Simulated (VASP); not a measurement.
Input of a VASP 6.6.1 run:

Contents of POSCAR:

```
Bi
1.0
    0.0000000000      2.4700835691      2.4700835691
    2.4700835691      0.0000000000      2.4700835691
    2.4700835691      2.4700835691      0.0000000000
Bi
1
Direct
    0.0000000000      0.0000000000      0.0000000000
```

INCAR.step1

```
  PREC = Accurate
  ENCUT = 520
  ISMEAR = -1
  SIGMA = 0.1
  LREAL = F
  LASPH = T
  NELM = 80
  NBANDS = 14
  GGA = PE
  ALGO = Normal
  EDIFF = 1E-4
  LWAVE = T
  LCHARG = F
```

Contents of INCAR.step2:

```
  PREC = Accurate
  ENCUT = 520
  EDIFF = 1E-6
  ISMEAR = -1
  SIGMA = 0.1
  LREAL = F
  LASPH = T
  NELM = 80
  ALGO = Normal
  ISIF = 2
  LWAVE = F
  LCHARG = F
  METAGGA = R2SCAN
  LMIXTAU = T
  NBANDS = 14
  ISTART = 1
```

File KPOINTS:

```
Automatic mesh
0
Gamma
  12 12 12
```

Potentials or basis: VASP PAW PBE potentials, release 64 (Bi_d).

Command:

```bash
$ cat potpaw_PBE.64/Bi_d/POTCAR > POTCAR
$ cp INCAR.step1 INCAR
$ mpirun -np 1 vasp_std > vasp.out
$ cp INCAR.step2 INCAR
$ mpirun -np 1 vasp_std > vasp.out
```

Task: Predict the pressure.

Result: 2.2 GPa.

Caveat: the PAW data sets were made with another functional, which shifts forces and pressure a little.
